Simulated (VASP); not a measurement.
# MgO (P6_3mc) in VASP: further runs, part 2 of 2

VASP 6.6.1.

## 3. Single point, r2SCAN

This run uses another cell than the first one, of 12.51 Å³/atom, 1.060 times its volume.

POSCAR

```
MgO
1.0
    3.3726620253      0.0000000000      0.0000000000
   -1.6863310127      2.9208109923      0.0000000000
    0.0000000000      0.0000000000      5.0806100433
Mg O
2 2
Direct
    0.6666666667      0.3333333333      0.5021597400
    0.3333333333      0.6666666667      0.0021597400
    0.6666666667      0.3333333333      0.9024402600
    0.3333333333      0.6666666667      0.4024402600
```

INCAR.step1

```
PREC = Accurate
ENCUT = 520
ISMEAR = -1
SIGMA = 0.05
LREAL = F
LASPH = T
NELM = 100
NBANDS = 16
GGA = PE
ALGO = Normal
EDIFF = 1E-4
LWAVE = T
LCHARG = F
```

INCAR.step2

```
PREC = Accurate
ENCUT = 520
EDIFF = 1E-6
ISMEAR = -1
SIGMA = 0.05
LREAL = F
LASPH = T
NELM = 100
ALGO = Normal
ISIF = 2
LWAVE = F
LCHARG = F
METAGGA = R2SCAN
LMIXTAU = T
NBANDS = 16
ISTART = 1
```

KPOINTS

```
regular mesh
0
Gamma
  9 9 6
```

Potentials or basis: VASP PAW PBE potentials, release 64 (Mg, O).

Run with:

```sh
$ cat potpaw_PBE.64/Mg/POTCAR potpaw_PBE.64/O/POTCAR > POTCAR
$ cp INCAR.step1 INCAR
$ mpirun -np 1 vasp_std > vasp.out
$ cp INCAR.step2 INCAR
$ mpirun -np 1 vasp_std > vasp.out
```

OUTCAR:

```text
PREC = Accurate
   ENCUT = 520
   EDIFF = 1E-6
   ISMEAR = -1
   LREAL = F
   LASPH = T
   NELM = 100
   ISIF = 2
   METAGGA = R2SCAN
   ISTART = 1

 ion  position               nearest neighbor table
   1  0.667  0.333  0.502-   4 2.01   4 2.01   4 2.01   3 2.03   2 3.20   2 3.20   2 3.20   2 3.20
                             2 3.20   2 3.20
   2  0.333  0.667  0.002-   3 2.01   3 2.01   3 2.01   4 2.03   1 3.20   1 3.20   1 3.20   1 3.20
                             1 3.20   1 3.20
   3  0.667  0.333  0.902-   2 2.01   2 2.01   2 2.01   1 2.03
   4  0.333  0.667  0.402-   1 2.01   1 2.01   1 2.01   2 2.03
[... 660 lines left out ...]
  --------------------------------------------------------------------------------------
  -------------------------------------------------------------------------------------
  Total       -2.5354484     -2.5354484     -2.0874683      0.0000000      0.0000000      0.0000000
  in kB      -81.1658276    -81.1658276    -66.8249017      0.0000000      0.0000000      0.0000000
  external PRESSURE =     -76.3855190 kB  Pullay stress =       0.0000000 kB

 VOLUME and BASIS-vectors are now :
 -----------------------------------------------------------------------------
  energy-cutoff  :      520.00
  volume of cell :       50.05
      direct lattice vectors                 reciprocal lattice vectors
     3.372662025  0.000000000  0.000000000     0.296501693  0.171185332  0.000000000
    -1.686331013  2.920810992  0.000000000     0.000000000  0.342370664  0.000000000
     0.000000000  0.000000000  5.080610043     0.000000000  0.000000000  0.196826757

 POSITION                                       TOTAL-FORCE (eV/Angst)
 -----------------------------------------------------------------------------------
      1.68633      0.97360      2.55128        -0.000000     -0.000000      0.082243
     -0.00000      1.94721      0.01097         0.000000      0.000000      0.082243
      1.68633      0.97360      4.58495        -0.000000      0.000000     -0.082243
     -0.00000      1.94721      2.04464         0.000000      0.000000     -0.082243
 -----------------------------------------------------------------------------------
    total drift:                                0.000000      0.000000     -0.010986

  FREE ENERGIE OF THE ION-ELECTRON SYSTEM (eV)
  ---------------------------------------------------
  free  energy   TOTEN  =       -31.7756499997 eV

  energy  without entropy=      -31.7756499997  energy(sigma->0) =      -31.77565000
```

OSZICAR.step1:

```text
N       E                     dE             d eps       ncg     rms          rms(c)
DAV:   1     0.610736684853E+02    0.61074E+02   -0.74028E+03  1536   0.874E+02
DAV:   2    -0.234330527821E+02   -0.84507E+02   -0.78307E+02  2112   0.195E+02
DAV:   3    -0.277147675275E+02   -0.42817E+01   -0.42727E+01  1728   0.457E+01
DAV:   4    -0.277330414378E+02   -0.18274E-01   -0.18274E-01  1848   0.349E+00
DAV:   5    -0.277331361400E+02   -0.94702E-04   -0.94702E-04  1776   0.242E-01    0.116E+01
DAV:   6    -0.235836473159E+02    0.41495E+01   -0.12552E+01  1536   0.261E+01    0.406E+00
DAV:   7    -0.235202741041E+02    0.63373E-01   -0.20049E-01  1536   0.357E+00    0.221E+00
DAV:   8    -0.235144275546E+02    0.58465E-02   -0.10916E-01  1592   0.354E+00    0.529E-01
DAV:   9    -0.235117464977E+02    0.26811E-02   -0.35337E-03  1928   0.546E-01    0.172E-01
DAV:  10    -0.235126247295E+02   -0.87823E-03   -0.15035E-03  1568   0.247E-01    0.281E-02
DAV:  11    -0.235126506474E+02   -0.25918E-04   -0.18329E-05  1088   0.278E-02
   1 F= -.23512651E+02 E0= -.23512651E+02  d E =-.822472E-10
```

It took 2.2 min on 1 thread of AMD EPYC 7R13 (Zen 3), shared host; peak memory 0.16 GiB.

What came out:

```
Free energy            : -31.7756 eV
Pressure               : -7.6 GPa
Largest force          : 0.082 eV/Å
Band gap on the k mesh : 3.80 eV, direct
```

Forces in eV/Å, atoms in the order of the input:
```
Mg   0.000  0.000  0.082
Mg   0.000  0.000  0.082
O    0.000  0.000 -0.082
O    0.000  0.000 -0.082
```

Levels at points of the mesh, in eV from the valence-band top:
```tsv
k point	band 6	band 7	band 8	band 9	band 10	band 11
(0.00, 0.00, 0.00)	-0.43	-0.43	0.00	3.80	8.93	10.73
(0.00, 0.00, 0.50)	-0.60	-0.60	-0.60	6.29	6.29	13.69
```

Caveat: the PAW data sets were made with another functional, which shifts forces and pressure a little.

## 4. Single point, LDA

This run uses another cell than the first one, of 11.33 Å³/atom, 0.960 times its volume.

INCAR

```
SYSTEM = MgO
  PREC = Accurate
  ENCUT = 520
  EDIFF = 1E-6
  ISMEAR = -1
  SIGMA = 0.05
  LREAL = .False.
  LASPH = .True.
  NELM = 60
  ALGO = Normal
  ISIF = 2
  LWAVE = .False.
  LCHARG = .False.
  GGA = CA
  NBANDS = 16
```

KPOINTS

```
Automatic mesh
0
Gamma
  9 9 6
  0 0 0
```

POSCAR

```
MgO
1.0
    3.2630816822      0.0000000000      0.0000000000
   -1.6315408411      2.8259116314      0.0000000000
    0.0000000000      0.0000000000      4.9155371758
Mg O
2 2
Direct
    0.6666666667      0.3333333333      0.5021597400
    0.3333333333      0.6666666667      0.0021597400
    0.6666666667      0.3333333333      0.9024402600
    0.3333333333      0.6666666667      0.4024402600
```

Potentials or basis: VASP PAW LDA potentials, release 64 (Mg, O).

Run with:

```sh
$ cat potpaw_LDA.64/Mg/POTCAR potpaw_LDA.64/O/POTCAR > POTCAR
$ mpirun -np 1 vasp_std > vasp.out
```

It took 12 s on 1 thread of AMD EPYC 9R45 (Zen 5), shared host; peak memory 0.13 GiB.

The run converged. Its results:

| Property | Result |
| --- | --- |
| Free energy | -26.2610 eV |
| Pressure | -0.3 GPa |
| Largest force | 0.004 eV/Å |
| Band gap on the k mesh | 3.59 eV, direct |

Forces in eV/Å, atoms in the order of the input:
```
Mg   0.000  0.000  0.004
Mg   0.000  0.000  0.004
O    0.000  0.000 -0.004
O    0.000  0.000 -0.004
```

Stress tensor (GPa, compression positive):
```
-0.21  0.00  0.00
 0.00 -0.21  0.00
 0.00  0.00 -0.40
```

Levels at points of the mesh, in eV from the valence-band top:
| k point | band 5 | band 6 | band 7 | band 8 | band 9 | band 10 | band 11 | band 12 |
| --- | --- | --- | --- | --- | --- | --- | --- | --- |
| (0.00, 0.00, 0.00) | -0.83 | -0.47 | -0.47 | 0.00 | 3.59 | 8.62 | 10.48 | 14.11 |
| (0.00, 0.00, 0.50) | -0.65 | -0.65 | -0.65 | -0.65 | 6.12 | 6.12 | 13.32 | 13.32 |

## 5. The runs side by side

```tsv
level	potentials or basis	cell	gap on the mesh (eV)	pressure (GPa)	largest force (eV/Å)
r2SCAN	VASP PAW PBE potentials, release 64 (Mg, O)	a = 3.308, b = 3.308, c = 4.983 Å, angles 90.0, 90.0, 120.0°, 4 atoms	4.13	-1.1	0.03
r2SCAN	VASP PAW PBE potentials, release 64 (Mg, O)	a = 3.373, b = 3.373, c = 5.081 Å, angles 90.0, 90.0, 120.0°, 4 atoms	3.80	-7.6	0.08
LDA	VASP PAW LDA potentials, release 64 (Mg, O)	a = 3.263, b = 3.263, c = 4.916 Å, angles 90.0, 90.0, 120.0°, 4 atoms	3.59	-0.3	-
```

Alike in all rows: task single point; no spin polarisation; k mesh 9 × 9 × 6; cutoff (eV) 520; smearing fermi-dirac 0.05 eV.

Caveats: the PAW data sets were made with another functional, which shifts forces and pressure a little (some runs).

Absolute energies hang on the potentials; compare differences alone.
